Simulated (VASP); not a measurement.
Here is a VASP 6.6.1 calculation.

The input INCAR:

```
SYSTEM = Hf
  PREC = Accurate
  ENCUT = 500
  EDIFF = 1E-6
  ISMEAR = 0
  SIGMA = 0.1
  LREAL = .FALSE.
  LASPH = .TRUE.
  NELM = 120
  ALGO = Normal
  ISIF = 2
  LWAVE = .FALSE.
  LCHARG = .FALSE.
  GGA = PE
  NBANDS = 11
  GGA_COMPAT = .FALSE.
```

KPOINTS

```
regular mesh
0
G
  18 18 18
  0 0 0
```

The input POSCAR:

```
Hf
1.0
    2.9138115455      0.0000000000      0.0000000000
    0.0000000000      2.9138115455      0.0000000000
    0.0000000000      0.0000000000      2.9138115455
Hf
1
Direct
    0.5000000000      0.5000000000      0.5000000000
```

Potentials or basis: VASP PAW PBE potentials, release 64 (Hf_pv).

Launch:

```console
$ cat potpaw_PBE.64/Hf_pv/POTCAR > POTCAR
$ mpirun -np 1 vasp_std > vasp.out
```

Task: What does it give for the pressure?

Result: -0.3 GPa.

Task: What does it give for the band gap on the k mesh?

Result: Zero (band 5 reaches 4.65 eV, above the bottom of band 6 at 2.40 eV).

Caveat: spin-orbit coupling is left out, which moves the levels of the heavy elements.
